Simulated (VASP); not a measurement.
Here is a VASP 6.6.1 calculation.

Contents of INCAR:

```
SYSTEM = SnO
PREC = Accurate
ENCUT = 520
EDIFF = 1E-6
ISMEAR = 0
SIGMA = 0.1
LREAL = .FALSE.
LASPH = .TRUE.
NELM = 60
ALGO = Normal
ISIF = 2
LWAVE = .FALSE.
LCHARG = .FALSE.
GGA = PS
NBANDS = 28
```

Contents of KPOINTS:

```
regular mesh
0
G
  12 12 10
  0 0 0
```

File POSCAR:

```
SnO
1.0
    3.8054838776      0.0000000000      0.0000000000
    0.0000000000      3.8054838776      0.0000000000
    0.0000000000      0.0000000000      4.7509783525
Sn O
2 2
Direct
    0.5000000000      0.0000000000      0.2425039740
    0.0000000000      0.5000000000      0.7574960260
    0.0000000000      0.0000000000      0.0000000000
    0.5000000000      0.5000000000      0.0000000000
```

Potentials or basis: VASP PAW PBE potentials, release 64 (Sn_d, O).

The run is started by

```sh
$ cat potpaw_PBE.64/Sn_d/POTCAR potpaw_PBE.64/O/POTCAR > POTCAR
$ mpirun -np 1 vasp_std > vasp.out
```

(1) Predict the largest force.

(2) Predict the pressure.

(3) What does it give for the band gap on the k mesh?

## Answers

(1) 0.086 eV/Å.

(2) 0.2 GPa.

(3) zero (bands 20 and 21 overlap by 0.10 eV).

Caveat: semilocal functionals underestimate gaps, so a narrow gap can read as zero; the PAW data sets were made with another functional, which shifts forces and pressure a little; spin-orbit coupling is left out, which moves the levels of the heavy elements.
